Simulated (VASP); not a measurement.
# BaS (Fm-3m) in VASP: further runs, part 2 of 2

VASP 6.6.1.

## (3) Relaxation of cell and atoms, PBEsol

This run uses another cell than the first one, of 33.56 Å³/atom.

INCAR reads:

```
SYSTEM = BaS
PREC = Accurate ; ENCUT = 600
EDIFF = 1E-6 ; ISMEAR = 0
SIGMA = 0.02 ; LREAL = .False.
LASPH = .True. ; NELM = 80
ALGO = Normal ; ISIF = 3
LWAVE = .False. ; LCHARG = .False.
GGA = PS ; IBRION = 2
NSW = 100 ; EDIFFG = -0.005
```

KPOINTS reads:

```
Automatic mesh
0
Gamma
  8 8 8
  0 0 0
```

POSCAR reads:

```
BaS
1.0
    0.0000000000      3.2256756180      3.2256756180
    3.2256756180      0.0000000000      3.2256756180
    3.2256756180      3.2256756180      0.0000000000
Ba S
1 1
Direct
    0.0000000000      0.0000000000      0.0000000000
    0.5000000000      0.5000000000      0.5000000000
```

Potentials or basis: VASP PAW PBE potentials, release 64 (Ba_sv, S).

The run is started by

```
$ cat potpaw_PBE.64/Ba_sv/POTCAR potpaw_PBE.64/S/POTCAR > POTCAR
$ mpirun -np 1 vasp_std > vasp.out
```

OUTCAR:

```text
SYSTEM = BaS
   PREC = Accurate
   ENCUT = 600
   EDIFF = 1E-6
   ISMEAR = 0
   LREAL = .False.
   LASPH = .True.
   NELM = 80
   ISIF = 3
   GGA = PS
   IBRION = 2
   NSW = 100
   EDIFFG = -0.005

 ion  position               nearest neighbor table
   1  0.000  0.000  0.000-   2 3.23   2 3.23   2 3.23   2 3.23   2 3.23   2 3.23
   2  0.500  0.500  0.500-   1 3.23   1 3.23   1 3.23   1 3.23   1 3.23   1 3.23

  LATTYP: Found a face centered cubic cell.
 ALAT       =     6.4513512360

  Lattice vectors:

 A1 = (   0.0000000000,   3.2256756180,   3.2256756180)
 A2 = (   3.2256756180,   0.0000000000,   3.2256756180)
 A3 = (   3.2256756180,   3.2256756180,   0.0000000000)

Analysis of symmetry for initial positions (statically):
=====================================================================
 Subroutine PRICEL returns:
 Original cell was already a primitive cell.

 Routine SETGRP: Setting up the symmetry group for a
 face centered cubic supercell.

 Subroutine GETGRP returns: Found 48 space group operations
 (whereof 48 operations were pure point group operations)
 out of a pool of 48 trial point group operations.

The static configuration has the point symmetry O_h .

Analysis of symmetry for dynamics (positions and initial velocities):
=====================================================================
 Subroutine PRICEL returns:
 Original cell was already a primitive cell.

 Routine SETGRP: Setting up the symmetry group for a
 face centered cubic supercell.

 Subroutine GETGRP returns: Found 48 space group operations
 (whereof 48 operations were pure point group operations)
 out of a pool of 48 trial point group operations.

The dynamic configuration has the point symmetry O_h .

 Subroutine INISYM returns: Found 48 space group operations
 (whereof 48 operations are pure point group operations),
 and found     1 'primitive' translations

----------------------------------------------------------------------------------------

                                     Primitive cell

  volume of cell :      67.1262

  direct lattice vectors                    reciprocal lattice vectors
     0.000000000  3.225675618  3.225675618    -0.155006287  0.155006287  0.155006287
     3.225675618  0.000000000  3.225675618     0.155006287 -0.155006287  0.155006287
     3.225675618  3.225675618  0.000000000     0.155006287  0.155006287 -0.155006287

  length of vectors
     4.561794207  4.561794207  4.561794207     0.268478764  0.268478764  0.268478764

  position of ions in fractional coordinates (direct lattice)
     0.000000000  0.000000000  0.000000000
     0.500000000  0.500000000  0.500000000

  ion indices of the primitive-cell ions
   primitive index   ion index
                 1           1
                 2           2

----------------------------------------------------------------------------------------

 KPOINTS: Automatic mesh

Automatic generation of k-mesh.
 Grid dimensions read from file:
 generate k-points for:    8    8    8

 Generating k-lattice:

  Cartesian coordinates                     Fractional coordinates (reciprocal lattice)
    -0.019375786  0.019375786  0.019375786     0.125000000  0.000000000  0.000000000
     0.019375786 -0.019375786  0.019375786     0.000000000  0.125000000  0.000000000
[... 51 lines left out ...]
   ICHARG =      2    charge: 1-file 2-atom 10-const
   ISPIN  =      1    spin polarized calculation?
   LNONCOLLINEAR =      F non collinear calculations
   LSORBIT =      F    spin-orbit coupling
   LASPH  =      T    aspherical Exc in radial PAW
   ENCUT  =  600.0 eV  44.10 Ry    6.64 a.u.   9.11  9.11  9.11*2*pi/ulx,y,z
   NELM   =     80;   NELMIN=  2; NELMDL= -5     # of ELM steps
   EDIFF  = 0.1E-05   stopping-criterion for ELM
   LREAL  =      F    real-space projection
   EDIFFG = -.5E-02   stopping-criterion for IOM
   NSW    =    100    number of steps for IOM
   IBRION =      2    ionic relax: 0-MD 1-quasi-New 2-CG
   NFREE  =      1    steps in history (QN), initial steepest desc. (CG)
   ISIF   =      3    stress and relaxation
   ISYM   =      2    0-nonsym 1-usesym 2-fastsym
   POTIM  = 0.5000    time-step for ionic-motion
   TEBEG  =    0.0;   TEEND  =   0.0 temperature during run
   PSTRESS=    0.0 pullay stress
   NELECT =      16.0000    total number of electrons
   NUPDOWN=      -1.0000    fix difference up-down
   EMIN   =  10.00;   EMAX   =-10.00  energy-range for DOS
   EFERMI =   0.00;   METHOD = LEGACY
   ISMEAR =     0;   SIGMA  =   0.02  broadening in eV -4-tet -1-fermi 0-gaus
   EFERMI_NEDOS =   21; number of points for ismear=-14 and -15
   IALGO  =     38    algorithm
   IMIX   =      4    mixing-type and parameters
     AMIX     =   0.40;   BMIX     =  1.00
     AMIX_MAG =   1.60;   BMIX_MAG =  1.00
  volume/ion in A,a.u.               =      33.56       226.49
  Fermi-wavevector in a.u.,A,eV,Ry     =   1.015042  1.918152 14.018230  1.030311
  Thomas-Fermi vector in A             =   2.148305
   LORBIT       =      0    0 simple, 1 ext, 2 COOP (PROOUT), +10 PAW based schemes
   GGA     = PS    functional components
   LHFCALC =     F    Hartree Fock is set to
   AEXX    =    0.0000 exact exchange contribution
   IVDW    =     0    specifies the selected vdW correction
   LEPSILON=     F    determine dielectric tensor
   LRPA    =     F    only Hartree local field effects (RPA)
 conjugate gradient relaxation of ions
 non-spin polarized calculation
 Gauss-broadening in eV      SIGMA  =   0.02
  energy-cutoff  :      600.00
  volume of cell :       67.13
 maximum number of plane-waves:      2272
   NGX = 19   NGY = 19   NGZ = 19

--------------------------------------- Ionic step        1  -------------------------------------------

 number of electron      16.0000001 magnetization

 Free energy of the ion-electron system (eV)
  ---------------------------------------------------
  ext. energy  EPLUGINS =         0.00000000
  ---------------------------------------------------
  free energy    TOTEN  =       -10.70423242 eV

  energy without entropy =      -10.70423242  energy(sigma->0) =      -10.70423242

------------------------ aborting loop because EDIFF is reached ----------------------------------------

  FORCE on cell =-STRESS in cart. coord.  units (eV):
  Direction    XX          YY          ZZ          XY          YZ          ZX
  --------------------------------------------------------------------------------------
  -------------------------------------------------------------------------------------
  Total       -0.7276007     -0.7276007     -0.7276007     -0.0000000      0.0000000      0.0000000
  in kB      -17.3664727    -17.3664727    -17.3664727     -0.0000000      0.0000000      0.0000000
  external PRESSURE =     -17.3664727 kB  Pullay stress =       0.0000000 kB
[... 59 lines left out ...]
--------------------------------------- Ionic step        3  -------------------------------------------

 number of electron      16.0000001 magnetization

 Free energy of the ion-electron system (eV)
  ---------------------------------------------------
  ext. energy  EPLUGINS =         0.00000000
  ---------------------------------------------------
  free energy    TOTEN  =       -10.71954941 eV

  energy without entropy =      -10.71954941  energy(sigma->0) =      -10.71954941

 E-fermi :   1.5401     XC(G=0):  -8.8716

 val. band max:        1.4027772216   @ k =   0.0000   0.0000   0.0000
 cond. band min:       3.3637661678   @ k =   0.5000   0.5000   0.0000
 fundamental gap:      1.9609889462
 Fermi energy:         1.5400718703

 k-point     1 :       0.0000    0.0000    0.0000
  band No.  band energies     occupation
      1     -24.5968      2.00000
      2      -9.6380      2.00000
      3      -9.6380      2.00000
      4      -9.6380      2.00000
      5      -8.9679      2.00000
      6       1.4028      2.00000
      7       1.4028      2.00000
      8       1.4028      2.00000
      9       4.8674      0.00000
     10       5.1871      0.00000
     11       5.1871      0.00000
     12       5.1871      0.00000
[... 331 lines left out ...]
 k-point    24 :      -0.3750    0.2500    0.1250
  band No.  band energies     occupation
      1     -24.5408      2.00000
      2     -10.6402      2.00000
      3      -9.8476      2.00000
      4      -9.7512      2.00000
      5      -7.9603      2.00000
      6      -0.1429      2.00000
      7       0.5082      2.00000
      8       0.5911      2.00000
      9       6.0026      0.00000
     10       6.2041      0.00000
     11       8.0650      0.00000
     12       8.2868      0.00000

 [... further k-points ...]

------------------------ aborting loop because EDIFF is reached ----------------------------------------

  FORCE on cell =-STRESS in cart. coord.  units (eV):
  Direction    XX          YY          ZZ          XY          YZ          ZX
  --------------------------------------------------------------------------------------
  -------------------------------------------------------------------------------------
  Total        0.0009969      0.0009969      0.0009969      0.0000000      0.0000000      0.0000000
  in kB        0.0248024      0.0248024      0.0248024      0.0000000      0.0000000      0.0000000
  external PRESSURE =       0.0248024 kB  Pullay stress =       0.0000000 kB
[... 17 lines left out ...]
  FREE ENERGIE OF THE ION-ELECTRON SYSTEM (eV)
  ---------------------------------------------------
  free  energy   TOTEN  =       -10.7195494114 eV

  energy  without entropy=      -10.7195494114  energy(sigma->0) =      -10.71954941

 reached required accuracy - stopping structural energy minimisation
```

CONTCAR:

```text
BaS
   1.00000000000000
    -0.0000000000000000    3.1814112534148982    3.1814112534148982
     3.1814112534148982   -0.0000000000000000    3.1814112534148982
     3.1814112534148982    3.1814112534148982    0.0000000000000000
  Ba              S
     1     1
Direct
     0.0000000000000000    0.0000000000000000    0.0000000000000000
     0.5000000000000000    0.5000000000000000    0.5000000000000000

  0.00000000E+00  0.00000000E+00  0.00000000E+00
  0.00000000E+00  0.00000000E+00  0.00000000E+00
```

It took 47 s on 1 thread of AMD EPYC 7R13 (Zen 3), shared host; peak memory 0.2 GiB.

Results:

```
Free energy                           : -10.7195 eV
Relaxed volume                        : 32.20 Å³/atom
Relaxed cell                          : a = 4.499 Å, b = 4.499 Å, c = 4.499 Å, α = 60.00°, β = 60.00°, γ = 60.00°
Space group after relaxing (to 0.1 Å) : Fm-3m (No. 225)
Energy gained by relaxing             : 7.7 meV/atom
Ionic steps                           : 3
Pressure after relaxing               : 0.0 GPa
Band gap on the k mesh                : 1.96 eV (least direct gap 2.09 eV)
```

The path:
```csv
step,energy change (eV),largest force (eV/Å),pressure (GPa),volume (Å³)
1,0.0000,0.0000,-1.74,67.13
2,-0.0140,0.0000,0.55,63.65
3,-0.0153,0.0000,0.00,64.40
```

Final structure:
```
Ba S
1.0
     0.00000    3.18141    3.18141
     3.18141    0.00000    3.18141
     3.18141    3.18141    0.00000
Ba S
1 1
Cartesian
  0.0000 0.0000 0.0000
  3.1814 3.1814 3.1814
```

Caveat: the PAW data sets were made with another functional, which shifts forces and pressure a little; spin-orbit coupling is left out, which moves the levels of the heavy elements. A k mesh can miss the band edges.

## (4) Single point, PBEsol

This run uses another cell than the first one: it holds 8 atoms, not 2.

INCAR reads:

```
ALGO = Normal ; EDIFF = 1E-6
ENCUT = 520 ; GGA = PS
ISIF = 2 ; ISMEAR = 0
LASPH = T ; LCHARG = T
LELF = T ; LREAL = F
LVHAR = T ; LWAVE = F
NBANDS = 42 ; NELM = 80
PREC = Accurate ; SIGMA = 0.02
```

KPOINTS reads:

```
k-points
0
Gamma
  6 6 6
```

POSCAR reads:

```
BaS
1.0
    6.3318705137      0.0000000000      0.0000000000
    0.0000000000     -6.3318705137      0.0000000000
    0.0000000000      0.0000000000     -6.3318705137
Ba S
4 4
Direct
    0.0000000000      0.0000000000      0.0000000000
    0.5000000000      0.5000000000      0.0000000000
    0.5000000000      0.0000000000      0.5000000000
    0.0000000000      0.5000000000      0.5000000000
    0.5000000000      0.0000000000      0.0000000000
    0.0000000000      0.5000000000      0.0000000000
    0.0000000000      0.0000000000      0.5000000000
    0.5000000000      0.5000000000      0.5000000000
```

Potentials or basis: VASP PAW PBE potentials, release 64 (Ba_sv, S).

The run is started by

```
$ cat potpaw_PBE.64/Ba_sv/POTCAR potpaw_PBE.64/S/POTCAR > POTCAR
$ mpirun -np 1 vasp_std > vasp.out
```

OUTCAR:

```text
EDIFF = 1E-6
   ENCUT = 520
   GGA = PS
   ISIF = 2
   ISMEAR = 0
   LASPH = T
   LREAL = F
   NELM = 80
   PREC = Accurate

 ion  position               nearest neighbor table
   1  0.000  0.000  0.000-   5 3.17   6 3.17   7 3.17   7 3.17   6 3.17   5 3.17   3 4.48   4 4.48
                             2 4.48   2 4.48   4 4.48   3 4.48   4 4.48   2 4.48   3 4.48   4 4.48
   2  0.500  0.500  0.000-   5 3.17   6 3.17   8 3.17   8 3.17   5 3.17   6 3.17   3 4.48   4 4.48
                             1 4.48   1 4.48   3 4.48   3 4.48   3 4.48   1 4.48   4 4.48   4 4.48
   3  0.500  0.000  0.500-   5 3.17   7 3.17   8 3.17   5 3.17   8 3.17   7 3.17   1 4.48   2 4.48
                             1 4.48   2 4.48   4 4.48   2 4.48   2 4.48   1 4.48   4 4.48   4 4.48
[... 1122 lines left out ...]

 VOLUME and BASIS-vectors are now :
 -----------------------------------------------------------------------------
  energy-cutoff  :      520.00
  volume of cell :      253.86
      direct lattice vectors                 reciprocal lattice vectors
     6.331870514  0.000000000  0.000000000     0.157931214  0.000000000  0.000000000
     0.000000000 -6.331870514  0.000000000     0.000000000 -0.157931214  0.000000000
     0.000000000  0.000000000 -6.331870514     0.000000000  0.000000000 -0.157931214

 POSITION                                       TOTAL-FORCE (eV/Angst)
 -----------------------------------------------------------------------------------
      0.00000      0.00000      0.00000        -0.000000      0.000000      0.000000
      3.16594     -3.16594      0.00000        -0.000000     -0.000000      0.000000
      3.16594      0.00000     -3.16594        -0.000000     -0.000000      0.000000
      0.00000     -3.16594     -3.16594        -0.000000      0.000000     -0.000000
      3.16594      0.00000      0.00000         0.000000      0.000000      0.000000
      0.00000     -3.16594      0.00000        -0.000000     -0.000000     -0.000000
      0.00000      0.00000     -3.16594         0.000000      0.000000      0.000000
      3.16594     -3.16594     -3.16594         0.000000     -0.000000     -0.000000
 -----------------------------------------------------------------------------------
    total drift:                                0.000000     -0.000000     -0.000000

  FREE ENERGIE OF THE ION-ELECTRON SYSTEM (eV)
  ---------------------------------------------------
  free  energy   TOTEN  =       -42.8691404601 eV

  energy  without entropy=      -42.8691404601  energy(sigma->0) =      -42.86914046
```

stdout:

```text
POSCAR found type information on POSCAR BaS
 POSCAR found :  2 types and       8 ions
 scaLAPACK will be used
 -----------------------------------------------------------------------------
|                                                                             |
|                                                                             |
|     You enforced a specific xc type in the INCAR file but a different       |
|     I HOPE YOU KNOW WHAT YOU ARE DOING!                                     |
|                                                                             |
 -----------------------------------------------------------------------------

 LDA part: xc-table for (Slater+PW92), standard interpolation
 POSCAR, INCAR and KPOINTS ok, starting setup
 FFT: planning ... GRIDC
 FFT: planning ... GRID_SOFT
 FFT: planning ... GRID
 WAVECAR not read
 entering main loop
```

Run time: 2.6 min. Hardware: 1 thread of AMD EPYC 7R13 (Zen 3), shared host; peak memory 0.38 GiB.

Results:

* Free energy: -42.8691 eV
* Pressure: 0.7 GPa
* Band gap on the k mesh: 1.93 eV

Levels at points of the mesh, in eV from the valence-band top:
| k point | band 30 | band 31 | band 32 | band 33 | band 34 | band 35 |
| --- | --- | --- | --- | --- | --- | --- |
| (0.00, 0.00, 0.00) | 0.00 | 0.00 | 0.00 | 1.93 | 1.93 | 1.93 |
| (0.50, 0.00, 0.00) | -0.17 | -0.17 | -0.17 | 2.65 | 2.65 | 4.21 |
| (0.50, 0.50, 0.00) | -0.47 | -0.47 | -0.47 | 4.45 | 4.45 | 4.45 |
| (0.50, 0.50, 0.50) | -1.16 | -1.16 | -1.16 | 5.56 | 5.56 | 5.56 |

Caveat: the PAW data sets were made with another functional, which shifts forces and pressure a little; spin-orbit coupling is left out, which moves the levels of the heavy elements. A k mesh can miss the band edges.

## (5) Overview

| task | cell | k mesh | cutoff (eV) | gap on the mesh (eV) | pressure (GPa) |
| --- | --- | --- | --- | --- | --- |
| single point | a = 4.477 Å, angles 60.0°, 2 atoms, atomic positions A | 8 × 8 × 8 | 520 | 1.93 | 0.7 |
| relaxation of cell and atoms | relaxed from a = 4.562 Å, angles 60.0°, 2 atoms, atomic positions A | 8 × 8 × 8 | 600 | 1.96 | 0.0 |
| single point | a = 6.332 Å, 8 atoms, atomic positions B | 6 × 6 × 6 | 520 | 1.93 | 0.7 |

Alike in all rows: level PBEsol; potentials or basis VASP PAW PBE potentials, release 64 (Ba_sv, S); no spin polarisation; smearing gaussian 0.02 eV.

Caveats: the PAW data sets were made with another functional, which shifts forces and pressure a little; spin-orbit coupling is left out, which moves the levels of the heavy elements.

Total energies depend on the potentials used, so only differences within one code and one set of settings carry meaning.
